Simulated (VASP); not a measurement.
# P in VASP: single point with PBE+D3(BJ)

Aim: the single point of P with PBE+D3(BJ).

Everything below comes from runs of VASP 6.6.1. Logs are shortened: lines on timing, memory, paths and dates and some standing lists are left out, and cuts for length are marked.

## Step 1: The cell of the first run

The cell holds a slab with vacuum, 12 atoms: a = 6.645 Å, b = 5.360 Å, c = 22.651 Å, α = 90.00°, β = 90.00°, γ = 108.06°.

## Step 2: Single point, PBE+D3(BJ)

INCAR

```
PREC     = Accurate       # precision mode
ENCUT    = 520            # plane-wave cutoff, eV
EDIFF    = 1E-6           # SCF threshold, eV
ISMEAR   = 0              # smearing method
SIGMA    = 0.1            # smearing width, eV
LREAL    = False          # projectors in reciprocal space
LASPH    = True           # aspherical terms in the spheres
NELM     = 60             # most SCF steps
ALGO     = Normal         # electronic algorithm
ISIF     = 2              # what is computed and relaxed
LWAVE    = False          # write WAVECAR
LCHARG   = False          # write CHGCAR
LDIPOL   = True         
IDIPOL   = 3            
DIPOL    = 0.5 0.5 0.496
GGA      = PE             # functional
IVDW     = 12             # dispersion correction
NBANDS   = 42             # bands
```

KPOINTS

```
Automatic mesh
0
Gamma
  5 6 1
```

POSCAR

```
P
1.0
    6.6450486461      0.0000000000      0.0000000000
   -1.6612621615      5.0957604091      0.0000000000
    0.0000000000      0.0000000000     22.6510746694
P
12
Direct
    0.4468098277      0.7872393108      0.3752581334
    0.9468098277      0.7872393108      0.3752581334
    0.1968098277      0.7872393108      0.4407831864
    0.6968098277      0.7872393108      0.4407831864
    0.3031901723      0.2127606892      0.4672374735
    0.8031901723      0.2127606892      0.4672374735
    0.0479243806      0.1918003596      0.5330921129
    0.5479243806      0.1918003596      0.5330921129
    0.4397086634      0.7619896185      0.5486978301
    0.9397086634      0.7619896185      0.5486978301
    0.1711707378      0.6886726023      0.6094078002
    0.6711707378      0.6886726023      0.6094078002
```

Potentials or basis: VASP PAW PBE potentials, release 64 (P).

Started as:

```sh
$ cat potpaw_PBE.64/P/POTCAR > POTCAR
$ mpirun -np 1 vasp_std > vasp.out
```

OUTCAR:

```text
PREC = Accurate
   ENCUT = 520
   EDIFF = 1E-6
   ISMEAR = 0
   LREAL = False
   LASPH = True
   NELM = 60
   ISIF = 2
   GGA = PE
   IVDW = 12
 IVDW          = 12

 ion  position               nearest neighbor table
   1  0.447  0.787  0.375-   3 2.23   4 2.23
   2  0.947  0.787  0.375-   3 2.23   4 2.23
   3  0.197  0.787  0.441-   1 2.23   2 2.23   5 2.25   9 2.96
   4  0.697  0.787  0.441-   1 2.23   2 2.23   6 2.25  10 2.96
   5  0.303  0.213  0.467-   8 2.24   7 2.24   3 2.25
   6  0.803  0.213  0.467-   7 2.24   8 2.24   4 2.25
   7  0.048  0.192  0.533-  10 2.22   6 2.24   5 2.24
   8  0.548  0.192  0.533-   9 2.22   5 2.24   6 2.24
   9  0.440  0.762  0.549-  12 2.19  11 2.19   8 2.22   3 2.96
  10  0.940  0.762  0.549-  11 2.19  12 2.19   7 2.22   4 2.96
  11  0.171  0.689  0.609-  10 2.19   9 2.19
  12  0.671  0.689  0.609-   9 2.19  10 2.19

  Warning from LATTYP: Monoclinic adjustment (A1->A3, A2->A1, A3->A2)!
  LATTYP: Found a simple monoclinic cell.
 ALAT       =     5.3597169810
 B/A-ratio  =     4.2261699171
 C/A-ratio  =     1.2398133464
 COS(beta)  =    -0.3099533366

  Lattice vectors:

 A1 = (  -1.6612621615,   5.0957604091,   0.0000000000)
 A2 = (   0.0000000000,   0.0000000000,  22.6510746694)
 A3 = (   6.6450486461,   0.0000000000,   0.0000000000)

Analysis of symmetry for initial positions (statically):
=====================================================================
 Subroutine PRICEL returns following result:

  LATTYP: Found a base centered orthorhombic cell.
 ALAT       =     3.3225243231
 B/A-ratio  =     3.0674029224
 C/A-ratio  =     6.8174292998

  Lattice vectors:

 A1 = (   1.6612621615,  -5.0957604091,   0.0000000000)
 A2 = (   1.6612621616,   5.0957604091,   0.0000000000)
 A3 = (   0.0000000000,   0.0000000000,  22.6510746694)

   2 primitive cells build up your supercell.

 Routine SETGRP: Setting up the symmetry group for a
 simple monoclinic supercell.

 Subroutine GETGRP returns: Found  1 space group operations
 (whereof  1 operations were pure point group operations)
 out of a pool of  4 trial point group operations.

The static configuration has the point symmetry C_1 .

Analysis of symmetry for dynamics (positions and initial velocities):
=====================================================================
 Subroutine PRICEL returns following result:

  LATTYP: Found a base centered orthorhombic cell.
 ALAT       =     3.3225243231
 B/A-ratio  =     3.0674029224
 C/A-ratio  =     6.8174292998

  Lattice vectors:

 A1 = (   1.6612621615,  -5.0957604091,   0.0000000000)
 A2 = (   1.6612621616,   5.0957604091,   0.0000000000)
 A3 = (   0.0000000000,   0.0000000000,  22.6510746694)

   2 primitive cells build up your supercell.

 Routine SETGRP: Setting up the symmetry group for a
 simple monoclinic supercell.

 Subroutine GETGRP returns: Found  1 space group operations
 (whereof  1 operations were pure point group operations)
 out of a pool of  4 trial point group operations.

The dynamic configuration has the point symmetry C_1 .

 Subroutine INISYM returns: Found  1 space group operations
 (whereof  1 operations are pure point group operations),
 and found     2 'primitive' translations

----------------------------------------------------------------------------------------

                                     Primitive cell

  volume of cell :     383.5005

  direct lattice vectors                    reciprocal lattice vectors
     1.661262161 -5.095760409  0.000000000     0.300975976 -0.098120783  0.000000000
     1.661262162  5.095760409  0.000000000     0.300975976  0.098120783  0.000000000
     0.000000000  0.000000000 22.651074669     0.000000000  0.000000000  0.044148016

  length of vectors
     5.359716981  5.359716981 22.651074669     0.316566306  0.316566306  0.044148016

  position of ions in fractional coordinates (direct lattice)
     0.106380345  0.893619655  0.375258133
     0.606380345  0.393619655  0.440783186
     0.393619655  0.606380345  0.467237473
     0.904048402  0.095848761  0.533092113
     0.117427708  0.879417327  0.548697830
     0.653668873  0.342341476  0.609407800

  ion indices of the primitive-cell ions
   primitive index   ion index
                 1           1
                 2           3
                 3           5
                 4           8
                 5           9
                 6          12

----------------------------------------------------------------------------------------

 KPOINTS: Automatic mesh

Automatic generation of k-mesh.
 Grid dimensions read from file:
 generate k-points for:    5    6    1

 Generating k-lattice:

  Cartesian coordinates                     Fractional coordinates (reciprocal lattice)
     0.030097598  0.009812078  0.000000000     0.200000000  0.000000000  0.000000000
     0.000000000  0.032706928  0.000000000     0.000000000  0.166666667  0.000000000
     0.000000000  0.000000000  0.044148016     0.000000000  0.000000000  1.000000000

  Length of vectors
     0.031656631  0.032706928  0.044148016

  Shift w.r.t. Gamma in fractional coordinates (k-lattice)
     0.000000000  0.000000000  0.000000000

 Subroutine IBZKPT returns following result:
 ===========================================

 Found     16 irreducible k-points:

 Following reciprocal coordinates:
            Coordinates               Weight
  0.000000  0.000000  0.000000      1.000000
  0.200000  0.000000  0.000000      2.000000
  0.400000  0.000000  0.000000      2.000000
  0.000000  0.166667  0.000000      2.000000
  0.200000  0.166667  0.000000      2.000000
  0.400000  0.166667  0.000000      2.000000
[... 8 lines left out ...]
  0.200000  0.500000  0.000000      2.000000
  0.400000  0.500000  0.000000      2.000000
   k-points           NKPTS =     16   k-points in BZ     NKDIM =     16   number of bands    NBANDS=     42
   number of dos      NEDOS =    301   number of ions     NIONS =     12
   total plane-waves  NPLWV = 336000
   dimension x,y,z NGX =    50 NGY =   40 NGZ =  168
   dimension x,y,z NGXF=   100 NGYF=   80 NGZF=  336
   ions per type =              12
   NGX,Y,Z   is equivalent  to a cutoff of  12.51, 12.41, 12.33 a.u.
   NGXF,Y,Z  is equivalent  to a cutoff of  25.02, 24.81, 24.66 a.u.
 SYSTEM =  unknown system
   PREC   = accura    normal or accurate (medium, high low for compatibility)
   ISTART =      0    job   : 0-new  1-cont  2-samecut
   ICHARG =      2    charge: 1-file 2-atom 10-const
   ISPIN  =      1    spin polarized calculation?
   LNONCOLLINEAR =      F non collinear calculations
   LSORBIT =      F    spin-orbit coupling
   LASPH  =      T    aspherical Exc in radial PAW
   ENCUT  =  520.0 eV  38.22 Ry    6.18 a.u.  12.36  9.97 42.12*2*pi/ulx,y,z
   NELM   =     60;   NELMIN=  2; NELMDL= -5     # of ELM steps
   EDIFF  = 0.1E-05   stopping-criterion for ELM
   LREAL  =      F    real-space projection
   EDIFFG = 0.1E-04   stopping-criterion for IOM
   NSW    =      0    number of steps for IOM
   IBRION =     -1    ionic relax: 0-MD 1-quasi-New 2-CG
   NFREE  =      0    steps in history (QN), initial steepest desc. (CG)
   ISIF   =      2    stress and relaxation
   ISYM   =      2    0-nonsym 1-usesym 2-fastsym
   POTIM  = 0.5000    time-step for ionic-motion
   TEBEG  =    0.0;   TEEND  =   0.0 temperature during run
   PSTRESS=    0.0 pullay stress
   NELECT =      60.0000    total number of electrons
   NUPDOWN=      -1.0000    fix difference up-down
   EMIN   =  10.00;   EMAX   =-10.00  energy-range for DOS
   EFERMI =   0.00;   METHOD = LEGACY
   ISMEAR =     0;   SIGMA  =   0.10  broadening in eV -4-tet -1-fermi 0-gaus
   EFERMI_NEDOS =   21; number of points for ismear=-14 and -15
   IALGO  =     38    algorithm
   IMIX   =      4    mixing-type and parameters
     AMIX     =   0.40;   BMIX     =  1.00
     AMIX_MAG =   1.60;   BMIX_MAG =  1.00
  volume/ion in A,a.u.               =      63.92       431.33
  Fermi-wavevector in a.u.,A,eV,Ry     =   0.700153  1.323098  6.669779  0.490215
  Thomas-Fermi vector in A             =   1.784229
   LORBIT       =      0    0 simple, 1 ext, 2 COOP (PROOUT), +10 PAW based schemes
   GGA     = PE    functional components
   LHFCALC =     F    Hartree Fock is set to
   AEXX    =    0.0000 exact exchange contribution
   IVDW    =    12    specifies the selected vdW correction
   LEPSILON=     F    determine dielectric tensor
   LRPA    =     F    only Hartree local field effects (RPA)
 non-spin polarized calculation
 Gauss-broadening in eV      SIGMA  =   0.10
  energy-cutoff  :      520.00
  volume of cell :      767.00
 maximum number of plane-waves:     20686
 NGX is ok and might be reduce to    50
   NGX = 25   NGY = 19   NGZ = 85

 dipolmoment           0.000000      0.000000      0.141911 electrons x Angstroem

 number of electron      59.9999993 magnetization

 dipolmoment           0.000000      0.000000     -0.065247 electrons x Angstroem

 Free energy of the ion-electron system (eV)
  ---------------------------------------------------
  ext. energy  EPLUGINS =         0.00000000
  ---------------------------------------------------
  free energy    TOTEN  =       -61.31296522 eV

  energy without entropy =      -61.27145225  energy(sigma->0) =      -61.29220873

 E-fermi :  -1.8993     XC(G=0):  -3.5934

 val. band max:       -1.9268662015   @ k =  -0.4000   0.1667   0.0000
 cond. band min:      -1.8862404089   @ k =  -0.2000   0.3333   0.0000
 fundamental gap:      0.0406257925
 Fermi energy:        -1.8993272007

 k-point     1 :       0.0000    0.0000    0.0000
  band No.  band energies     occupation
      1     -17.0439      2.00000
      2     -15.3095      2.00000
      3     -14.3436      2.00000
      4     -14.1959      2.00000
      5     -14.0512      2.00000
      6     -12.4075      2.00000
[... 34 lines left out ...]
     41       1.5262      0.00000
     42       1.6766      0.00000

 k-point     2 :       0.2000    0.0000    0.0000
  band No.  band energies     occupation
      1     -16.9184      2.00000
      2     -15.1943      2.00000
      3     -15.1268      2.00000
      4     -14.0919      2.00000
      5     -13.7969      2.00000
      6     -12.6528      2.00000
[... 34 lines left out ...]
     41       1.6171      0.00000
     42       1.7940      0.00000

 k-point     3 :       0.4000    0.0000    0.0000
  band No.  band energies     occupation
      1     -16.5454      2.00000
      2     -15.9371      2.00000
      3     -14.8555      2.00000
      4     -14.3259      2.00000
      5     -13.7805      2.00000
      6     -13.2682      2.00000
[... 537 lines left out ...]
      4     -14.6733      2.00000
      5     -13.7939      2.00000
      6     -12.8836      2.00000
[... 34 lines left out ...]
     41       1.4314      0.00000
     42       1.6134      0.00000

 k-point    16 :       0.4000    0.5000    0.0000
  band No.  band energies     occupation
      1     -16.2070      2.00000
      2     -15.7026      2.00000
      3     -14.8907      2.00000
      4     -14.3243      2.00000
      5     -14.2892      2.00000
      6     -13.6589      2.00000
[... 34 lines left out ...]
     41       2.0153      0.00000
     42       2.0440      0.00000

------------------------ aborting loop because EDIFF is reached ----------------------------------------

 vacuum level on the upper side and lower side of the slab       (xc-potential included)        -0.272         0.028

 Edisp (eV)   -3.19372

 E8    (eV) :    -1.2668

  FORCE on cell =-STRESS in cart. coord.  units (eV):
  Direction    XX          YY          ZZ          XY          YZ          ZX
  --------------------------------------------------------------------------------------
  -------------------------------------------------------------------------------------
  Total      -7.93261     1.33857    -3.03342    -0.07130     0.12362     0.03830
  in kB     -16.57031     2.79612    -6.33647    -0.14893     0.25822     0.08000
  external pressure =       -6.70 kB  Pullay stress =        0.00 kB

 VOLUME and BASIS-vectors are now :
 -----------------------------------------------------------------------------
  energy-cutoff  :      520.00
  volume of cell :      767.00
      direct lattice vectors                 reciprocal lattice vectors
     6.645048646  0.000000000  0.000000000     0.150487988  0.049060391  0.000000000
    -1.661262162  5.095760409  0.000000000     0.000000000  0.196241565  0.000000000
     0.000000000  0.000000000 22.651074669     0.000000000  0.000000000  0.044148016

 POSITION                                       TOTAL-FORCE (eV/Angst)
 -----------------------------------------------------------------------------------
      1.66126      4.01158      8.50000        -0.011170     -0.021310      0.953713
      4.98379      4.01158      8.50000        -0.011170     -0.021310      0.953713
      0.00000      4.01158      9.98421         0.015320     -0.015188     -1.011186
      3.32252      4.01158      9.98421         0.015320     -0.015188     -1.011186
      1.66126      1.08418     10.58343        -0.003305      0.043229      0.089669
      4.98379      1.08418     10.58343        -0.003305      0.043229      0.089669
     -0.00017      0.97737     12.07511        -0.001290     -0.039559     -0.042774
      3.32235      0.97737     12.07511        -0.001290     -0.039559     -0.042774
      1.65602      3.88292     12.42860        -0.004058      0.027384      0.055589
      4.97855      3.88292     12.42860        -0.004058      0.027384      0.055589
     -0.00663      3.50931     13.80374         0.004502      0.005443     -0.045012
      3.31590      3.50931     13.80374         0.004502      0.005443     -0.045012
 -----------------------------------------------------------------------------------
    total drift:                               -0.000072     -0.000048      0.000517

  FREE ENERGIE OF THE ION-ELECTRON SYSTEM (eV)
  ---------------------------------------------------
  free  energy   TOTEN  =       -64.5066836273 eV

  energy  without entropy=      -64.4651706591  energy(sigma->0) =      -64.48592714

 vacuum level on the upper side and lower side of the slab         3.065         3.378
```

Wall time 21 min (1 thread of Intel Xeon Platinum 8375C at 2.90GHz (Ice Lake), shared host); peak memory 0.85 GiB.

Results:

- Free energy: -64.5067 eV
- Largest force: 1.011 eV/Å
- Band gap on the k mesh: zero (bands 30 and 31 overlap by 0.27 eV)
- Dispersion energy per atom: -0.266 eV

Forces on the atoms (eV/Å):
```
P   -0.011 -0.021  0.954
P   -0.011 -0.021  0.954
P    0.015 -0.015 -1.011
P    0.015 -0.015 -1.011
P   -0.003  0.043  0.090
P   -0.003  0.043  0.090
P   -0.001 -0.040 -0.043
P   -0.001 -0.040 -0.043
P   -0.004  0.027  0.056
P   -0.004  0.027  0.056
P    0.005  0.005 -0.045
P    0.005  0.005 -0.045
```
